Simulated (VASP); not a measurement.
# Sr (Fm-3m) in VASP: notebook

Sr is run at these levels: RPBE; tasks: single point.

Program: VASP 6.6.1. These are calculated values, not measurements. Logs are shortened: lines on timing, memory, paths and dates and some standing lists are left out, and cuts for length are marked.

## Step 1: The cell of the first run

It takes space group Fm-3m (No. 225, cubic). Conventional cell: a = 5.903 Å, b = 5.903 Å, c = 5.903 Å, α = 90.00°, β = 90.00°, γ = 90.00°. Within 5.5 Å of Sr (site symmetry m-3m) lie 12 Sr at 4.17 Å.

## Step 2: Single point, RPBE (51.42 Å³/atom)

The input, INCAR:

```
SYSTEM = Sr
PREC = Accurate ; ENCUT = 520
EDIFF = 1E-6 ; ISMEAR = -1
SIGMA = 0.1 ; LREAL = .FALSE.
LASPH = .TRUE. ; NELM = 60
ALGO = Normal ; ISIF = 2
LWAVE = .FALSE. ; LCHARG = .FALSE.
GGA = RP ; NBANDS = 11
```

The input, KPOINTS:

```
Automatic mesh
0
G
  15 15 15
  0 0 0
```

The input, POSCAR:

```
Sr
1.0
    0.0000000000      2.9514172297      2.9514172297
    2.9514172297      0.0000000000      2.9514172297
    2.9514172297      2.9514172297      0.0000000000
Sr
1
Direct
    0.0000000000      0.0000000000      0.0000000000
```

Potentials or basis: VASP PAW PBE potentials, release 64 (Sr_sv).

Command:

```console
$ cat potpaw_PBE.64/Sr_sv/POTCAR > POTCAR
$ mpirun -np 1 vasp_std > vasp.out
```

OUTCAR:

```text
SYSTEM = Sr
   PREC = Accurate
   ENCUT = 520
   EDIFF = 1E-6
   ISMEAR = -1
   LREAL = .FALSE.
   LASPH = .TRUE.
   NELM = 60
   ISIF = 2
   GGA = RP

 ion  position               nearest neighbor table
   1  0.000  0.000  0.000-

  LATTYP: Found a face centered cubic cell.
 ALAT       =     5.9028344594

  Lattice vectors:

 A1 = (   0.0000000000,   2.9514172297,   2.9514172297)
 A2 = (   2.9514172297,   0.0000000000,   2.9514172297)
 A3 = (   2.9514172297,   2.9514172297,   0.0000000000)

Analysis of symmetry for initial positions (statically):
=====================================================================
 Subroutine PRICEL returns:
 Original cell was already a primitive cell.

 Routine SETGRP: Setting up the symmetry group for a
 face centered cubic supercell.

 Subroutine GETGRP returns: Found 48 space group operations
 (whereof 48 operations were pure point group operations)
 out of a pool of 48 trial point group operations.

The static configuration has the point symmetry O_h .

Analysis of symmetry for dynamics (positions and initial velocities):
=====================================================================
 Subroutine PRICEL returns:
 Original cell was already a primitive cell.

 Routine SETGRP: Setting up the symmetry group for a
 face centered cubic supercell.

 Subroutine GETGRP returns: Found 48 space group operations
 (whereof 48 operations were pure point group operations)
 out of a pool of 48 trial point group operations.

The dynamic configuration has the point symmetry O_h .

 Subroutine INISYM returns: Found 48 space group operations
 (whereof 48 operations are pure point group operations),
 and found     1 'primitive' translations

----------------------------------------------------------------------------------------

                                     Primitive cell

  volume of cell :      51.4188

  direct lattice vectors                    reciprocal lattice vectors
     0.000000000  2.951417230  2.951417230    -0.169410138  0.169410138  0.169410138
     2.951417230  0.000000000  2.951417230     0.169410138 -0.169410138  0.169410138
     2.951417230  2.951417230  0.000000000     0.169410138  0.169410138 -0.169410138

  length of vectors
     4.173934274  4.173934274  4.173934274     0.293426966  0.293426966  0.293426966

  position of ions in fractional coordinates (direct lattice)
     0.000000000  0.000000000  0.000000000

  ion indices of the primitive-cell ions
[... 79 lines left out ...]
   NFREE  =      0    steps in history (QN), initial steepest desc. (CG)
   ISIF   =      2    stress and relaxation
   ISYM   =      2    0-nonsym 1-usesym 2-fastsym
   POTIM  = 0.5000    time-step for ionic-motion
   TEBEG  =    0.0;   TEEND  =   0.0 temperature during run
   PSTRESS=    0.0 pullay stress
   NELECT =      10.0000    total number of electrons
   NUPDOWN=      -1.0000    fix difference up-down
   EMIN   =  10.00;   EMAX   =-10.00  energy-range for DOS
   EFERMI =   0.00;   METHOD = LEGACY
   ISMEAR =    -1;   SIGMA  =   0.10  broadening in eV -4-tet -1-fermi 0-gaus
   EFERMI_NEDOS =   21; number of points for ismear=-14 and -15
   IALGO  =     38    algorithm
   IMIX   =      4    mixing-type and parameters
     AMIX     =   0.40;   BMIX     =  1.00
     AMIX_MAG =   1.60;   BMIX_MAG =  1.00
  volume/ion in A,a.u.               =      51.42       346.99
  Fermi-wavevector in a.u.,A,eV,Ry     =   0.948493  1.792392 12.240337  0.899639
  Thomas-Fermi vector in A             =   2.076687
   LORBIT       =      0    0 simple, 1 ext, 2 COOP (PROOUT), +10 PAW based schemes
   GGA     = RP    functional components
   LHFCALC =     F    Hartree Fock is set to
   AEXX    =    0.0000 exact exchange contribution
   IVDW    =     0    specifies the selected vdW correction
   LEPSILON=     F    determine dielectric tensor
   LRPA    =     F    only Hartree local field effects (RPA)
 non-spin polarized calculation
  energy-cutoff  :      520.00
  volume of cell :       51.42
 maximum number of plane-waves:      1411
   NGX = 15   NGY = 15   NGZ = 15

 number of electron      10.0000000 magnetization

 Free energy of the ion-electron system (eV)
  ---------------------------------------------------
  ext. energy  EPLUGINS =         0.00000000
  ---------------------------------------------------
  free energy    TOTEN  =        -1.45047786 eV

  energy without entropy =       -1.40989294  energy(sigma->0) =       -1.43018540

 E-fermi :   1.9134     XC(G=0):  -7.4424

 val. band max:        1.8856371823   @ k =  -0.3333   0.3333   0.1333
 cond. band min:       1.9359586417   @ k =  -0.2667   0.4667   0.2000
 fundamental gap:      0.0503214593
 Fermi energy:         1.9133740474

 k-point     1 :       0.0000    0.0000    0.0000
  band No.  band energies     occupation
      1     -34.6076      2.00000
      2     -16.4872      2.00000
      3     -16.4872      2.00000
      4     -16.4872      2.00000
      5      -1.7995      2.00000
      6       4.3874      0.00000
      7       4.3874      0.00000
      8       4.3874      0.00000
      9       5.9630      0.00000
     10       5.9630      0.00000
     11       9.2060      0.00000
[... 309 lines left out ...]
 k-point    24 :       0.2000    0.1333    0.0000
  band No.  band energies     occupation
      1     -34.6009      2.00000
      2     -16.5567      2.00000
      3     -16.5093      2.00000
      4     -16.5073      2.00000
      5      -1.1387      2.00000
      6       3.5757      0.00000
      7       4.6188      0.00000
      8       4.6939      0.00000
      9       5.0795      0.00000
     10       6.1877      0.00000
     11      10.4098      0.00000

 [... further k-points ...]

------------------------ aborting loop because EDIFF is reached ----------------------------------------

  FORCE on cell =-STRESS in cart. coord.  units (eV):
  Direction    XX          YY          ZZ          XY          YZ          ZX
  --------------------------------------------------------------------------------------
  -------------------------------------------------------------------------------------
  Total        0.5549388      0.5549388      0.5549388      0.0000000      0.0000000     -0.0000000
  in kB       17.2915485     17.2915485     17.2915485      0.0000000      0.0000000     -0.0000000
  external PRESSURE =      17.2915485 kB  Pullay stress =       0.0000000 kB

 VOLUME and BASIS-vectors are now :
 -----------------------------------------------------------------------------
  energy-cutoff  :      520.00
  volume of cell :       51.42
      direct lattice vectors                 reciprocal lattice vectors
     0.000000000  2.951417230  2.951417230    -0.169410138  0.169410138  0.169410138
     2.951417230  0.000000000  2.951417230     0.169410138 -0.169410138  0.169410138
     2.951417230  2.951417230  0.000000000     0.169410138  0.169410138 -0.169410138

 POSITION                                       TOTAL-FORCE (eV/Angst)
 -----------------------------------------------------------------------------------
      0.00000      0.00000      0.00000        -0.000000      0.000000      0.000000
 -----------------------------------------------------------------------------------
    total drift:                                0.000000      0.000000      0.000000

  FREE ENERGIE OF THE ION-ELECTRON SYSTEM (eV)
  ---------------------------------------------------
  free  energy   TOTEN  =        -1.4504778592 eV

  energy  without entropy=       -1.4098929436  energy(sigma->0) =       -1.43018540
```

Run time: 39 s. Hardware: 1 thread of AMD EPYC 7R43 (Zen 3), shared host; peak memory 0.18 GiB.

Results:

```yaml
Free_energy: -1.4505 eV
Pressure: 1.7 GPa
```

Levels at points of the mesh, in eV from the Fermi level:
| k point | band 1 | band 2 | band 3 | band 4 | band 5 | band 6 | band 7 | band 8 | band 9 | band 10 |
| --- | --- | --- | --- | --- | --- | --- | --- | --- | --- | --- |
| (0.00, 0.00, 0.00) | -36.52 | -18.40 | -18.40 | -18.40 | -3.71 | 2.47 | 2.47 | 2.47 | 4.05 | 4.05 |

Caveat: the PAW data sets were made with another functional, which shifts forces and pressure a little.

## Step 3: Single point, RPBE (53.76 Å³/atom)

This run uses another cell than the first one, of 53.76 Å³/atom.

The input, INCAR:

```
SYSTEM = Sr
PREC = Accurate ; ENCUT = 520
EDIFF = 1E-6 ; ISMEAR = -1
SIGMA = 0.1 ; LREAL = .FALSE.
LASPH = .TRUE. ; NELM = 60
ALGO = Normal ; ISIF = 2
LWAVE = .FALSE. ; LCHARG = .TRUE.
GGA = RP ; LELF = .TRUE.
LVHAR = .TRUE. ; NBANDS = 11
```

KPOINTS is that of step 2.

The input, POSCAR:

```
Sr
1.0
    0.0000000000      2.9954747286      2.9954747286
    2.9954747286      0.0000000000      2.9954747286
    2.9954747286      2.9954747286      0.0000000000
Sr
1
Direct
    0.0000000000      0.0000000000      0.0000000000
```

Potentials or basis: VASP PAW PBE potentials, release 64 (Sr_sv).

Command:

```console
$ cat potpaw_PBE.64/Sr_sv/POTCAR > POTCAR
$ mpirun -np 1 vasp_std > vasp.out
```

It took 56 s on 1 thread of AMD EPYC 7R43 (Zen 3), shared host; peak memory 0.18 GiB.

Results (log left out):

```
Free energy            : -1.4708 eV
Pressure               : 1.1 GPa
Band gap on the k mesh : zero (bands 5 and 6 overlap by 0.02 eV)
```

Levels at points of the mesh, in eV from the Fermi level:
```tsv
k point	band 3	band 4	band 5	band 6	band 7	band 8
(0.00, 0.00, 0.00)	-18.49	-18.49	-3.64	2.43	2.43	2.43
```

Caveat: the PAW data sets were made with another functional, which shifts forces and pressure a little.

The gap in the log of VASP goes by the Fermi energy; the results here count the filled bands.